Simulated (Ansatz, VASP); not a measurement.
## Bi2Te3: VASP beside Ansatz

```
Bi Te
1.0
     2.23243    1.28889    9.85911
    -2.23243    1.28889    9.85911
     0.00000   -2.57779    9.85911
Bi Te
2 3
Direct
  0.20442 0.20442 0.20442
  0.79558 0.79558 0.79558
  0.00000 0.00000 0.00000
  0.59869 0.59869 0.59869
  0.40131 0.40131 0.40131
```

Alike in both runs: functional PBE; k mesh 12 × 12 × 12; occupations gaussian, width 0.1 eV; no spin polarisation.

Ansatz relaxed the structure, and its values are those at the end. VASP's run is a single point on that final structure, the one shown.

|  | VASP | Ansatz |
| --- | --- | --- |
| version | VASP 6.6.1 | Ansatz 0.2.0 |
| potentials or method | VASP PAW PBE potentials, release 64 (Bi_d, Te), cutoff 520 eV | scalar-relativistic, plane waves, PAW |
| valence electrons in the cell | 48 | 78 |

VASP gave:

| Quantity | Value |
| --- | --- |
| gap on the k mesh at the Fermi level (eV) | none |
| pressure (GPa) | 0.0 |
| rms of the force components (eV/Å) | 0.004 |

Task: Estimate Ansatz's values.

Result: gap on the k mesh at the Fermi level (eV): none; pressure (GPa): 0.0; rms of the force components (eV/Å): 0.002.

A gap of «none» marks a metal or a gap that the smearing closes. VASP's potentials hold 48 valence electrons a cell and Ansatz's 78, so a difference there can come from the potentials and not from the codes.

Neither program's run includes spin-orbit coupling.
